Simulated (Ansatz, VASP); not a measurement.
**CdTe: VASP beside Ansatz**

The input INCAR:

```
PREC = Accurate ; ENCUT = 500
EDIFF = 1E-6 ; ISMEAR = -1
SIGMA = 0.1 ; LREAL = False
LASPH = True ; NELM = 120
ALGO = Normal ; ISIF = 2
LWAVE = False ; LCHARG = False
GGA = CA ; NBANDS = 26
GGA_COMPAT = False
```

KPOINTS

```
regular mesh
0
Gamma
  6 6 4
```

POSCAR

```
CdTe
1.0
    3.1056284021     -3.1353322095      0.0000000000
    3.1056284021      3.1353322095      0.0000000000
    0.0000000000      0.0000000000      6.1708013492
Cd Te
2 2
Direct
    0.2770300000      0.7229700000      0.7500000000
    0.7229700000      0.2770300000      0.2500000000
    0.7661370000      0.2338630000      0.7500000000
    0.2338630000      0.7661370000      0.2500000000
```

Input for Ansatz:

```yaml
crystal:
  lattice:
    - [3.105628402095355, -3.135332209496555, 0.0]
    - [3.105628402095355, 3.135332209496555, 0.0]
    - [0.0, 0.0, 6.170801349196171]
  atoms:
    - { symbol: Cd, position: [0.27703, 0.72297, 0.75] }
    - { symbol: Cd, position: [0.72297, 0.27703, 0.25] }
    - { symbol: Te, position: [0.766137, 0.233863, 0.75] }
    - { symbol: Te, position: [0.233863, 0.766137, 0.25] }
basis:
  ecutwfc: 500.0
kpoints:
  mp_grid:
    grid: [6, 6, 4]
hamiltonian:
  xc: lda
scf:
  occupations:
    method: fermi_dirac
    width: 0.1
output:
  stress: true
```

Alike in both runs: task single point; functional LDA; k mesh 6 × 6 × 4; occupations fermi-dirac, width 0.1 eV; no spin polarisation.

|  | VASP | Ansatz |
| --- | --- | --- |
| version | VASP 6.6.1 | Ansatz 0.2.0 |
| potentials or method | VASP PAW LDA potentials, release 64 (Cd, Te), cutoff 500 eV | plane waves, PAW |
| valence electrons in the cell | 36 | 72 |

```csv
,VASP,Ansatz,Ansatz less VASP
pressure (GPa),-5.9,-6.1,-0.19
"traceless stress, the component that is largest in VASP (GPa)",0.04,0.05,+0.010
```

LDA's correlation is that of Perdew and Zunger in VASP and of Perdew and Wang (1992) in Ansatz. VASP's potentials hold 36 valence electrons a cell and Ansatz's 72, so a difference there can come from the potentials and not from the codes.

Neither program's run includes spin-orbit coupling.
